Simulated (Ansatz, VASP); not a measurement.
**One calculation of P, two programs**

POSCAR

```
P
1.0
    4.2729048574      0.0000000000      0.0000000000
    0.0000000000      4.2729048574      0.0000000000
    0.0000000000      0.0000000000      4.3780000000
P
1
Direct
    0.0000000000      0.0000000000      0.0000000000
```

File INCAR.step1:

```
SYSTEM = P
ALGO = Normal
EDIFF = 1E-5
ENCUT = 440
GGA = PE
GGA_COMPAT = .False.
ISMEAR = -1
LASPH = .True.
LCHARG = .False.
LREAL = .False.
LWAVE = .True.
NBANDS = 8
NELM = 120
PREC = Accurate
SIGMA = 0.08
```

Contents of INCAR.step2:

```
SYSTEM = P
ALGO = Normal
EDIFF = 1E-8
ENCUT = 440
GGA_COMPAT = .False.
ISIF = 2
ISMEAR = -1
ISTART = 1
LASPH = .True.
LCHARG = .False.
LEFG = .True.
LMIXTAU = .True.
LREAL = .False.
LWAVE = .False.
METAGGA = R2SCAN
NBANDS = 8
NELM = 120
PREC = Accurate
SIGMA = 0.08
```

The input KPOINTS:

```
k-points
0
Gamma
  10 10 9
  0 0 0
```

Input for Ansatz:

```yaml
crystal:
  lattice:
    - [4.2729048574, 0.0, 0.0]
    - [0.0, 4.2729048574, 0.0]
    - [0.0, 0.0, 4.378]
  atoms:
    - { symbol: P, position: [0.0, 0.0, 0.0] }
kpoints:
  mp_grid: { grid: [10, 10, 9] }
  band_path:
    path:
      - [0.0, 0.0, 0.0]
      - [0.0, 0.5, 0.0]
      - [0.5, 0.5, 0.0]
      - [0.0, 0.0, 0.0]
      - [0.0, 0.0, 0.5]
      - [0.0, 0.5, 0.5]
      - [0.5, 0.5, 0.5]
      - [0.0, 0.0, 0.5]
      - [0.0, 0.5, 0.0]
    npoints: 5
scf:
  occupations: { method: fermi_dirac, width: 0.08 }
hamiltonian:
  xc: r2scan
  pseudopotentials: { kind: paw }
output:
  forces: true
  stress: true
  eigenvalues: true
  efg: { contact_densities: true }
```

Alike in both runs: task electric field gradients; functional r2SCAN; k mesh 10 × 10 × 9; occupations fermi-dirac, width 0.08 eV; no spin polarisation.

```csv
,VASP,Ansatz
version,VASP 6.6.1,Ansatz 0.2.0
potentials or method,"VASP PAW PBE potentials, release 64 (P)","PAW with Ansatz's default frozen-core files, scalar-relativistic"
plane-wave cutoff (eV),440,500
valence electrons in the cell,5,5
```

|  | VASP | Ansatz | Ansatz less VASP |
| --- | --- | --- | --- |
| pressure (GPa) | -3.9 | -3.9 | 0.00 |
| traceless stress, the component that is largest in VASP (GPa) | 0.31 | 0.31 | 0.000 |
| size of Vzz on the site where it differs most (V/Å²) | 1.1 | 1.1 | -0.05 |

VASP's potentials were made for PBE, not for r2SCAN. With one functional, cell and mesh, what is left measures potentials, basis and numerics.
